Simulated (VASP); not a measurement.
# ZnO (P6_3mc) in VASP: vibrations by perturbation theory with PBE

Aim: the vibrations by perturbation theory of ZnO with PBE.

All numbers are computed with VASP 6.6.1; they aren't measurements. Logs are shortened: lines on timing, memory, paths and dates and some standing lists are left out, and cuts for length are marked.

## Step 1: The cell of the first run

Symmetry: P6_3mc, No. 186, hexagonal system. The conventional cell has a = 3.249 Å, b = 3.249 Å, c = 5.204 Å, α = 90.00°, β = 90.00°, γ = 120.00°. Within 2.6 Å of Zn (site symmetry 3m) lie 4 O at 1.97 to 1.99 Å. Within 2.6 Å of O (site symmetry 3m) lie 4 Zn at 1.97 to 1.99 Å.

## Step 2: Vibrations by perturbation theory, PBE

INCAR reads:

```
PREC     = Accurate       # precision mode
ENCUT    = 520            # plane-wave cutoff, eV
EDIFF    = 1E-8           # SCF threshold, eV
ISMEAR   = 0              # smearing method
SIGMA    = 0.01           # smearing width, eV
LREAL    = False          # projectors in reciprocal space
LASPH    = True           # aspherical terms in the spheres
NELM     = 80             # most SCF steps
ALGO     = Normal         # electronic algorithm
ISIF     = 2              # what is computed and relaxed
LWAVE    = False          # write WAVECAR
LCHARG   = True           # write CHGCAR
GGA      = PE             # functional
IBRION   = 8              # ionic algorithm
NSW      = 1              # ionic steps
LEPSILON = True           # dielectric tensor by DFPT
```

KPOINTS reads:

```
Automatic mesh
0
Gamma
  9 9 6
```

POSCAR reads:

```
ZnO
1.0
    3.2494000000      0.0000000000      0.0000000000
   -1.6247000000      2.8140629471      0.0000000000
    0.0000000000      0.0000000000      5.2038000000
Zn O
2 2
Direct
    0.3333333333      0.6666666667      0.0000000000
    0.6666666667      0.3333333333      0.5000000000
    0.3333333333      0.6666666667      0.3821000000
    0.6666666667      0.3333333333      0.8821000000
```

Potentials or basis: VASP PAW PBE potentials, release 64 (Zn, O).

Run with:

```sh
> cat potpaw_PBE.64/Zn/POTCAR potpaw_PBE.64/O/POTCAR > POTCAR
> mpirun -np 1 vasp_std > vasp.out
```

OUTCAR:

```text
PREC = Accurate
   ENCUT = 520
   EDIFF = 1E-8
   ISMEAR = 0
   LREAL = False
   LASPH = True
   NELM = 80
   ISIF = 2
   GGA = PE
   IBRION = 8
   NSW = 1
   LEPSILON = True

 ion  position               nearest neighbor table
   1  0.333  0.667  0.000-   4 1.97   4 1.97   4 1.97   3 1.99
   2  0.667  0.333  0.500-   3 1.97   3 1.97   3 1.97   4 1.99
   3  0.333  0.667  0.382-   2 1.97   2 1.97   2 1.97   1 1.99
   4  0.667  0.333  0.882-   1 1.97   1 1.97   1 1.97   2 1.99

  LATTYP: Found a hexagonal cell.
 ALAT       =     3.2494000000
 C/A-ratio  =     1.6014648858

  Lattice vectors:

 A1 = (   3.2494000000,   0.0000000000,   0.0000000000)
 A2 = (  -1.6247000000,   2.8140629471,   0.0000000000)
 A3 = (   0.0000000000,   0.0000000000,   5.2038000000)

Analysis of symmetry for initial positions (statically):
=====================================================================
 Subroutine PRICEL returns:
 Original cell was already a primitive cell.

 Routine SETGRP: Setting up the symmetry group for a
 hexagonal supercell.

 Subroutine GETGRP returns: Found 12 space group operations
 (whereof  6 operations were pure point group operations)
 out of a pool of 24 trial point group operations.

The static configuration has the point symmetry C_3v.
 The point group associated with its full space group is C_6v.

Analysis of symmetry for dynamics (positions and initial velocities):
=====================================================================
 Subroutine PRICEL returns:
 Original cell was already a primitive cell.

 Routine SETGRP: Setting up the symmetry group for a
 hexagonal supercell.

 Subroutine GETGRP returns: Found 12 space group operations
 (whereof  6 operations were pure point group operations)
 out of a pool of 24 trial point group operations.

The dynamic configuration has the point symmetry C_3v.
 The point group associated with its full space group is C_6v.

 Subroutine INISYM returns: Found 12 space group operations
 (whereof  6 operations are pure point group operations),
 and found     1 'primitive' translations

----------------------------------------------------------------------------------------

                                     Primitive cell

  volume of cell :      47.5836

  direct lattice vectors                    reciprocal lattice vectors
     3.249400000  0.000000000  0.000000000     0.307749123  0.177679039  0.000000000
    -1.624700000  2.814062947  0.000000000     0.000000000  0.355358078  0.000000000
     0.000000000  0.000000000  5.203800000     0.000000000  0.000000000  0.192167262

  length of vectors
     3.249400000  3.249400000  5.203800000     0.355358078  0.355358078  0.192167262

  position of ions in fractional coordinates (direct lattice)
     0.333333333  0.666666667  0.000000000
     0.666666667  0.333333333  0.500000000
     0.333333333  0.666666667  0.382100000
     0.666666667  0.333333333  0.882100000

  ion indices of the primitive-cell ions
   primitive index   ion index
                 1           1
                 2           2
                 3           3
                 4           4

----------------------------------------------------------------------------------------

 KPOINTS: Automatic mesh

Automatic generation of k-mesh.
 Grid dimensions read from file:
[... 759 lines left out ...]

  energy without entropy =       -0.65900457

------------------------ aborting loop because EDIFF is reached ----------------------------------------

--------------------------------------- Ionic step        2  -------------------------------------------

------------------------ aborting loop because EDIFF is reached ----------------------------------------

--------------------------------------- Ionic step        3  -------------------------------------------

------------------------ aborting loop because EDIFF is reached ----------------------------------------

 PIEZOELECTRIC TENSOR FIELD DIRECTION 3  (e Angst)
 -----------------------------------------------------------------------------
     1.13139  0.00000 -0.00000           (  0.04657  0.00000  0.00000)
    -0.00000  1.13139  0.00000           (  0.00000  0.04657  0.00000)
    -0.00000  0.00000 -2.31982           (  0.00000  0.00000 -0.11364)

 PIEZOELECTRIC TENSOR FIELD DIRECTION 3  (C/m^2)
 -----------------------------------------------------------------------------
     0.38095  0.00000 -0.00000
    -0.00000  0.38095  0.00000
    -0.00000  0.00000 -0.78110

[... ionic steps 4 to 9 ...]

--------------------------------------- Ionic step       10  -------------------------------------------

------------------------ aborting loop because EDIFF is reached ----------------------------------------

[... ionic steps 11 to 11 ...]

--------------------------------------- Ionic step       12  -------------------------------------------

 Free energy of the ion-electron system (eV)
  ---------------------------------------------------
  ---------------------------------------------------
  free energy    TOTEN  =        -0.37842972 eV

  energy without entropy =       -0.37842972

------------------------ aborting loop because EDIFF is reached ----------------------------------------

 INTERNAL STRAIN TENSOR  FOR ION    3  DIRECTION 3   (eV/Angst):
 -----------------------------------------------------------------------------
     4.74809 -0.00000  0.00000
     0.00000  4.74809  0.00000
     0.00000 -0.00000 -9.52240

 MACROSCOPIC STATIC DIELECTRIC TENSOR (including local field effects in DFT)
 ------------------------------------------------------
           5.758350     0.000000     0.000000
           0.000000     5.758350     0.000000
           0.000000    -0.000000     5.524937
 ------------------------------------------------------

 PIEZOELECTRIC TENSOR (including local field effects)  for field in x, y, z        (e  Angst)
          XX          YY          ZZ          XY          YZ          ZX
  --------------------------------------------------------------------------------
  x     0.00000    -0.00000     0.00000     0.00000     0.00000     1.19149
  y    -0.00000    -0.00000    -0.00000     0.00000     1.19149     0.00000
  z     1.13139     1.13139    -2.31982     0.00000     0.00000     0.00000

 PIEZOELECTRIC TENSOR (including local field effects)  for field in x, y, z        (C/m^2)
          XX          YY          ZZ          XY          YZ          ZX
  --------------------------------------------------------------------------------
  x     0.00000    -0.00000     0.00000     0.00000     0.00000     0.40118
  y    -0.00000    -0.00000    -0.00000     0.00000     0.40118     0.00000
  z     0.38095     0.38095    -0.78110     0.00000     0.00000     0.00000

 BORN EFFECTIVE CHARGES (including local field effects) (in |e|, cummulative output)
 ---------------------------------------------------------------------------------
 ion    1
    1     2.13461     0.00000     0.00000
    2     0.00000     2.13461     0.00000
    3     0.00000     0.00000     2.16606
 ion    2
    1     2.13461    -0.00000     0.00000
    2     0.00000     2.13461     0.00000
    3     0.00000    -0.00000     2.16606
 ion    3
    1    -2.13461     0.00000     0.00000
    2     0.00000    -2.13461     0.00000
    3     0.00000     0.00000    -2.16606
 ion    4
    1    -2.13461     0.00000     0.00000
    2     0.00000    -2.13461     0.00000
    3     0.00000     0.00000    -2.16606

 INTERNAL STRAIN TENSOR FOR ION    4 for displacements in x,y,z  (eV/Angst):
          X           Y           Z          XY          YZ          ZX
  --------------------------------------------------------------------------------
  x     0.00000     0.00000     0.00000     8.82213     0.00000     4.72455
  y     8.82213    -8.82213    -0.00000     0.00000     4.94914    -0.00000
  z     4.74809     4.74809    -9.52240     0.00000    -0.00000     0.00000

 SECOND DERIVATIVES (NOT SYMMETRIZED)
 ------------------------------------
               1X          1Y          1Z          2X          2Y          2Z          3X          3Y          3Z          4X          4Y          4Z
  1X    -8.115326    0.000000    0.000000    0.355588    0.000000    0.000000   -0.014036   -0.000000   -0.000000    7.773774   -0.000000   -0.000000
  1Y     0.000000   -8.115326    0.000000    0.000000    0.355588    0.000000   -0.000000   -0.014036    0.000000    0.000000    7.773774    0.000000
  1Z    -0.000000    0.000000  -11.225773   -0.000000    0.000000    4.825602    0.000000   -0.000000    5.094473    0.000000    0.000000    1.305698
  2X     0.355588    0.000000    0.000000   -8.115326    0.000000    0.000000    7.773774   -0.000000    0.000000   -0.014036    0.000000    0.000000
  2Y     0.000000    0.355588    0.000000    0.000000   -8.115326   -0.000000    0.000000    7.773774    0.000000    0.000000   -0.014036   -0.000000
  2Z     0.000000   -0.000000    4.825602    0.000000    0.000000  -11.225773    0.000000   -0.000000    1.305698   -0.000000    0.000000    5.094473
  3X    -0.026842    0.000000    0.000000    7.768010    0.000000    0.000000   -8.696486    0.000000    0.000000    0.955318    0.000000    0.000000
  3Y     0.000000   -0.026842    0.000000   -0.000000    7.768010    0.000000    0.000000   -8.696486    0.000000    0.000000    0.955318    0.000000
  3Z     0.000000   -0.000000    5.193335    0.000000    0.000000    1.347096    0.000000    0.000000  -11.514434    0.000000    0.000000    4.974002
  4X     7.768010    0.000000    0.000000   -0.026842    0.000000    0.000000    0.955318    0.000000   -0.000000   -8.696486    0.000000    0.000000
  4Y    -0.000000    7.768010    0.000000    0.000000   -0.026842    0.000000    0.000000    0.955318    0.000000    0.000000   -8.696486    0.000000
  4Z     0.000000   -0.000000    1.347096    0.000000   -0.000000    5.193335    0.000000    0.000000    4.974002    0.000000   -0.000000  -11.514434

 Eigenvectors and eigenvalues of the dynamical matrix
 ----------------------------------------------------

   1 f  =   16.003237 THz   100.551303 2PiTHz  533.810527 cm-1    66.184040 meV
             X         Y         Z           dx          dy          dz
     -0.000000  1.876042  0.000000    -0.000000   -0.000000    0.102897
      1.624700  0.938021  2.601900     0.000000   -0.000000   -0.102897
     -0.000000  1.876042  1.988372    -0.000000    0.000000   -0.699580
      1.624700  0.938021  4.590272     0.000000   -0.000000    0.699580
[... 71 lines left out ...]
  12 f/i=    0.047619 THz     0.299200 2PiTHz    1.588405 cm-1     0.196937 meV
             X         Y         Z           dx          dy          dz
     -0.000000  1.876042  0.000000    -0.000000    0.000000    0.635140
      1.624700  0.938021  2.601900    -0.000000    0.000000    0.635140
     -0.000000  1.876042  1.988372    -0.000000    0.000000    0.310801
      1.624700  0.938021  4.590272    -0.000000    0.000000    0.310801

--------------------------------------------------------------------------------------------------------

 MACROSCOPIC STATIC DIELECTRIC TENSOR IONIC CONTRIBUTION
 ------------------------------------------------------
           4.471438    -0.000000    -0.000000
          -0.000000     4.471438     0.000000
          -0.000000     0.000000     5.514808
 ------------------------------------------------------

 ELASTIC MODULI CONTR FROM IONIC RELAXATION (kBar)
 Direction    XX          YY          ZZ          XY          YZ          ZX
 --------------------------------------------------------------------------------
 XX        -786.8980    318.6312    469.0117      0.0000     -0.0000      0.0000
 YY         318.6312   -786.8980    469.0117     -0.0000      0.0000     -0.0000
 ZZ         469.0117    469.0117   -939.5155     -0.0000      0.0000     -0.0000
 XY           0.0000     -0.0000     -0.0000   -552.7646      0.0000     -0.0000
 YZ           0.0000     -0.0000      0.0000      0.0000   -199.4816      0.0000
 ZX           0.0000     -0.0000     -0.0000      0.0000      0.0000   -197.2622
 --------------------------------------------------------------------------------

 PIEZOELECTRIC TENSOR IONIC CONTR  for field in x, y, z        (C/m^2)
          XX          YY          ZZ          XY          YZ          ZX
  --------------------------------------------------------------------------------
  x     0.00000    -0.00000    -0.00000    -0.00000     0.00000    -0.88373
  y     0.00000     0.00000     0.00000     0.00000    -0.88868     0.00000
  z    -1.06923    -1.06923     2.14185     0.00000    -0.00000     0.00000
```

It took 15 min on 1 thread of Intel Xeon Platinum 8488C (Sapphire Rapids), shared host; peak memory 0.63 GiB.

Results:

- Electronic dielectric tensor (diagonal): 5.76, 5.76, 5.52
- Born charges (mean of the diagonal): Zn +2.15; O -2.15 e
- Highest phonon frequency at Γ, LO-TO splitting left out: 534 cm⁻¹

Phonon frequencies in cm⁻¹ (negative: imaginary):
| q point | frequencies |
| --- | --- |
| (0.000, 0.000, 0.000) | -2 0 0 88 88 249 371 405 405 438 438 534 |

Electronic dielectric tensor:
```
5.76 0.00 0.00
0.00 5.76 0.00
0.00 0.00 5.52
```

Born effective charge tensors (e):
atom 1, Zn
```
2.13 0.00 0.00
0.00 2.13 0.00
0.00 0.00 2.17
```
atom 2, Zn
```
2.13 0.00 0.00
0.00 2.13 0.00
0.00 0.00 2.17
```
atom 3, O
```
-2.13  0.00  0.00
 0.00 -2.13  0.00
 0.00  0.00 -2.17
```
atom 4, O
```
-2.13  0.00  0.00
 0.00 -2.13  0.00
 0.00  0.00 -2.17
```

Caveat: the cell stands under pressure or tension, which shifts response properties.
